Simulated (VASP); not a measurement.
# KTaO3 (P4/mmm) in VASP: a series of runs, part 2 of 2

VASP 6.6.1. The steps go on from the part before.

## (3) Single point, HSE06 (epitaxial xy strain -3.0%)

POSCAR

```
KTaO3
1.0
    3.8704271699      0.0000000000      0.0000000000
    0.0000000000      3.8704271699      0.0000000000
    0.0000000000      0.0000000000      4.0366595077
K Ta O
1 1 3
Direct
    0.0000000000      0.0000000000      0.0000000000
    0.5000000000      0.5000000000      0.5000000000
    0.5000000000      0.5000000000      0.0000000000
    0.5000000000      0.0000000000      0.5000000000
    0.0000000000      0.5000000000      0.5000000000
```

INCAR.step1

```
SYSTEM = KTaO3
PREC     = Accurate       ! precision mode
ENCUT    = 520            ! plane-wave cutoff, eV
EDIFF    = 1E-5           ! SCF threshold, eV
ISMEAR   = 0              ! smearing method
SIGMA    = 0.01           ! smearing width, eV
LREAL    = .False.        ! projectors in reciprocal space
LASPH    = .True.         ! aspherical terms in the spheres
NELM     = 100            ! most SCF steps
ALGO     = Normal         ! electronic algorithm
ISIF     = 2              ! what is computed and relaxed
LWAVE    = .True.         ! write WAVECAR
LCHARG   = .False.        ! write CHGCAR
NBANDS   = 27             ! bands
GGA      = PE             ! functional
```

INCAR.step2

```
SYSTEM = KTaO3
PREC     = Accurate       ! precision mode
ENCUT    = 520            ! plane-wave cutoff, eV
EDIFF    = 1E-6           ! SCF threshold, eV
ISMEAR   = 0              ! smearing method
SIGMA    = 0.01           ! smearing width, eV
LREAL    = .False.        ! projectors in reciprocal space
LASPH    = .True.         ! aspherical terms in the spheres
NELM     = 100            ! most SCF steps
ALGO     = Normal         ! electronic algorithm
ISIF     = 2              ! what is computed and relaxed
LWAVE    = .False.        ! write WAVECAR
LCHARG   = .False.        ! write CHGCAR
GGA      = PE             ! functional
LHFCALC  = .True.         ! exact exchange
HFSCREEN = 0.2079         ! screening, 1/A
PRECFOCK = Fast         
NBANDS   = 27             ! bands
ISTART   = 1
```

KPOINTS

```
Automatic mesh
0
Gamma
  4 4 4
  0 0 0
```

Potentials or basis: VASP PAW PBE potentials, release 64 (K_sv, Ta_pv, O).

Started as:

```
$ cat potpaw_PBE.64/K_sv/POTCAR potpaw_PBE.64/Ta_pv/POTCAR potpaw_PBE.64/O/POTCAR > POTCAR
$ cp INCAR.step1 INCAR
$ mpirun -np 1 vasp_std > vasp.out
$ cp INCAR.step2 INCAR
$ mpirun -np 1 vasp_std > vasp.out
```

It took 47 min on 1 thread of Oxide Virtual Turin-like, shared host; peak memory 0.27 GiB.

Results (log left out):

* Free energy: -49.1572 eV
* Pressure: 12.2 GPa
* Band gap on the k mesh: 3.56 eV (least direct gap 4.18 eV)

Stress tensor (GPa, compression positive):
```
18.35  0.00  0.00
 0.00 18.35  0.00
 0.00  0.00 -0.23
```

Levels at points of the mesh, in eV from the valence-band top:
| k point | band 17 | band 18 | band 19 | band 20 | band 21 | band 22 |
| --- | --- | --- | --- | --- | --- | --- |
| (0.00, 0.00, 0.00) | -0.66 | -0.63 | -0.63 | 3.56 | 3.56 | 3.61 |
| (0.50, 0.00, 0.00) | -1.69 | -0.92 | -0.86 | 3.77 | 7.08 | 7.10 |
| (0.50, 0.50, 0.00) | -1.32 | -1.32 | -0.12 | 7.16 | 7.16 | 8.76 |
| (0.00, 0.00, 0.50) | -1.83 | -0.99 | -0.99 | 3.76 | 6.47 | 6.47 |
| (0.50, 0.00, 0.50) | -1.78 | -1.77 | -0.07 | 6.53 | 7.11 | 8.35 |
| (0.50, 0.50, 0.50) | -0.09 | 0.00 | 0.00 | 8.54 | 8.54 | 8.92 |

Caveat: the cell differs from its parent crystal (epitaxial xy strain -3.0%); the cell stands under pressure; the PAW data sets were made with another functional, which shifts forces and pressure a little; spin-orbit coupling is left out, which moves the levels of the heavy elements. A k mesh can miss the band edges.

## (4) Single point, HSE06 (epitaxial xy strain -1.0%)

Edit POSCAR of step 3 so:

```diff
@@ -2,5 +2,5 @@
 1.0
-    3.8704271699      0.0000000000      0.0000000000
-    0.0000000000      3.8704271699      0.0000000000
-    0.0000000000      0.0000000000      4.0366595077
+    3.9502297920      0.0000000000      0.0000000000
+    0.0000000000      3.9502297920      0.0000000000
+    0.0000000000      0.0000000000      4.0049211032
 K Ta O
```

INCAR.step1

```
SYSTEM = KTaO3
  PREC = Accurate
  ENCUT = 520
  EDIFF = 1E-5
  ISMEAR = 0
  SIGMA = 0.01
  LREAL = .False.
  LASPH = .True.
  NELM = 80
  ALGO = Normal
  ISIF = 2
  LWAVE = .True.
  GGA = PE
  NBANDS = 27
  KPAR = 4
```

INCAR.step2

```
SYSTEM = KTaO3
  PREC = Accurate
  ENCUT = 520
  EDIFF = 1E-7
  ISMEAR = 0
  SIGMA = 0.01
  LREAL = .False.
  LASPH = .True.
  NELM = 80
  ALGO = Normal
  ISIF = 2
  LWAVE = .False.
  LCHARG = .True.
  GGA = PE
  LHFCALC = .True.
  HFSCREEN = 0.2079
  PRECFOCK = Fast
  LVHAR = .True.
  ISTART = 1
  NBANDS = 27
  KPAR = 4
```

KPOINTS

```
regular mesh
0
Gamma
  4 4 4
  0 0 0
```

Started as:

```
$ cat potpaw_PBE.64/K_sv/POTCAR potpaw_PBE.64/Ta_pv/POTCAR potpaw_PBE.64/O/POTCAR > POTCAR
$ cp INCAR.step1 INCAR
$ mpirun -np 4 vasp_std > vasp.out
$ cp INCAR.step2 INCAR
$ mpirun -np 4 vasp_std > vasp.out
```

It took 5.8 min on 4 MPI ranks of Oxide Virtual Turin-like, shared host; peak memory 0.28 GiB.

The run converged. Its results:

```yaml
Free_energy: -49.3424 eV
Pressure: 3.4 GPa
Band_gap_on_the_k_mesh: 3.51 eV (least direct gap 4.16 eV)
```

Stress tensor (GPa, compression positive):
```
 5.25  0.00  0.00
 0.00  5.25  0.00
 0.00  0.00 -0.24
```

Levels at points of the mesh, in eV from the valence-band top:
| k point | band 16 | band 17 | band 18 | band 19 | band 20 | band 21 | band 22 | band 23 |
| --- | --- | --- | --- | --- | --- | --- | --- | --- |
| (0.00, 0.00, 0.00) | -1.15 | -0.66 | -0.65 | -0.65 | 3.51 | 3.51 | 3.53 | 8.19 |
| (0.50, 0.00, 0.00) | -2.32 | -1.64 | -0.91 | -0.89 | 3.69 | 6.71 | 6.72 | 8.36 |
| (0.50, 0.50, 0.00) | -1.79 | -1.47 | -1.47 | -0.07 | 6.77 | 6.77 | 8.26 | 9.21 |
| (0.00, 0.00, 0.50) | -2.37 | -1.67 | -0.94 | -0.94 | 3.68 | 6.52 | 6.52 | 8.55 |
| (0.50, 0.00, 0.50) | -1.82 | -1.63 | -1.62 | -0.05 | 6.57 | 6.75 | 8.13 | 9.57 |
| (0.50, 0.50, 0.50) | -4.21 | -0.03 | 0.00 | 0.00 | 8.29 | 8.29 | 8.41 | 10.74 |

Caveat: the cell differs from its parent crystal (epitaxial xy strain -1.0%); the cell stands under pressure; the PAW data sets were made with another functional, which shifts forces and pressure a little; spin-orbit coupling is left out, which moves the levels of the heavy elements. A k mesh can miss the band edges.

## (5) Single point, r2SCAN, non-collinear spin, zero start, spin-orbit coupling (epitaxial xy strain +2.0%)

Edit POSCAR of step 4 so:

```diff
@@ -2,5 +2,5 @@
 1.0
-    3.9502297920      0.0000000000      0.0000000000
-    0.0000000000      3.9502297920      0.0000000000
-    0.0000000000      0.0000000000      4.0049211032
+    4.0699337251      0.0000000000      0.0000000000
+    0.0000000000      4.0699337251      0.0000000000
+    0.0000000000      0.0000000000      3.9633012870
 K Ta O
```

INCAR.step1

```
PREC     = Accurate       # precision mode
ENCUT    = 520            # plane-wave cutoff, eV
ISMEAR   = 0              # smearing method
SIGMA    = 0.01           # smearing width, eV
LREAL    = F              # projectors in reciprocal space
LASPH    = T              # aspherical terms in the spheres
NELM     = 150            # most SCF steps
MAGMOM   = 0 0 0 0 0 0 0 0 0 0 0 0 0 0 0 # initial moments
LSORBIT  = T              # spin-orbit coupling
GGA_COMPAT= F            
LMAXMIX  = 4              # l up to which the mixer works
NBANDS   = 53             # bands
GGA      = PE             # functional
ALGO     = Normal         # electronic algorithm
EDIFF    = 1E-4           # SCF threshold, eV
LWAVE    = T              # write WAVECAR
LCHARG   = F              # write CHGCAR
```

INCAR.step2

```
PREC     = Accurate       # precision mode
ENCUT    = 520            # plane-wave cutoff, eV
EDIFF    = 1E-6           # SCF threshold, eV
ISMEAR   = 0              # smearing method
SIGMA    = 0.01           # smearing width, eV
LREAL    = F              # projectors in reciprocal space
LASPH    = T              # aspherical terms in the spheres
NELM     = 150            # most SCF steps
ALGO     = Normal         # electronic algorithm
ISIF     = 2              # what is computed and relaxed
LWAVE    = F              # write WAVECAR
LCHARG   = F              # write CHGCAR
MAGMOM   = 0 0 0 0 0 0 0 0 0 0 0 0 0 0 0 # initial moments
LORBIT   = 11             # projections on sites
LSORBIT  = T              # spin-orbit coupling
GGA_COMPAT= F            
LORBMOM  = T            
LMAXMIX  = 4              # l up to which the mixer works
METAGGA  = R2SCAN         # meta-GGA
LMIXTAU  = T            
NBANDS   = 53             # bands
ISTART   = 1
```

KPOINTS

```
Automatic mesh
0
Gamma
  6 6 6
```

Started as:

```
$ cat potpaw_PBE.64/K_sv/POTCAR potpaw_PBE.64/Ta_pv/POTCAR potpaw_PBE.64/O/POTCAR > POTCAR
$ cp INCAR.step1 INCAR
$ mpirun -np 1 vasp_ncl > vasp.out
$ cp INCAR.step2 INCAR
$ mpirun -np 1 vasp_ncl > vasp.out
```

It took 34 min on 1 thread of AMD EPYC 9755, shared host; peak memory 0.42 GiB.

It converged, with:

- Free energy: -87.6781 eV
- Pressure: -5.2 GPa
- Net moment: 0.00 μB per cell
- Valence electrons inside the program's atomic spheres: K 7.70; Ta 8.65; O 5.11, 5.08 (each value once)

Stress tensor (GPa, compression positive):
```
-8.25  0.00  0.00
 0.00 -8.25  0.00
 0.00  0.00  1.03
```

Moments on the atoms (μB; x, y, z):
```
K   0.00 0.00 0.00
Ta  0.00 0.00 0.00
O   0.00 0.00 0.00
O   0.00 0.00 0.00
O   0.00 0.00 0.00
```

Caveat: the cell differs from its parent crystal (epitaxial xy strain +2.0%); the cell stands under tension; the PAW data sets were made with another functional, which shifts forces and pressure a little.

## (6) The runs side by side

| level | spin | cell | k mesh | grid for exact exchange (PRECFOCK) | share of exact exchange | screening parameter | gap on the mesh (eV) | pressure (GPa) | moment (μB) |
| --- | --- | --- | --- | --- | --- | --- | --- | --- | --- |
| r2SCAN | non-collinear, zero start, SOC | a = 3.910, b = 3.910, c = 4.020 Å, 5 atoms | 6 × 6 × 6 | - | - | - | - | 9.0 | 0.00 |
| HSE06 | off | a = 3.870, b = 3.870, c = 4.037 Å, 5 atoms | 4 × 4 × 4 | Fast | 0.25 | 0.2079 1/Å | 3.56 | 12.2 | - |
| HSE06 | off | a = 3.950, b = 3.950, c = 4.005 Å, 5 atoms | 4 × 4 × 4 | Fast | 0.25 | 0.2079 1/Å | 3.51 | 3.4 | - |
| r2SCAN | non-collinear, zero start, SOC | a = 4.070, b = 4.070, c = 3.963 Å, 5 atoms | 6 × 6 × 6 | - | - | - | - | -5.2 | 0.00 |

Alike in all rows: task single point; potentials or basis VASP PAW PBE potentials, release 64 (K_sv, Ta_pv, O); cutoff (eV) 520; smearing gaussian 0.01 eV.

Caveats: the PAW data sets were made with another functional, which shifts forces and pressure a little; the cell stands under pressure (at least some runs); spin-orbit coupling is left out, which moves the levels of the heavy elements (at least some runs); the cell stands under tension (at least some runs).

Total energies depend on the potentials used, so only differences within one code and one set of settings carry meaning.
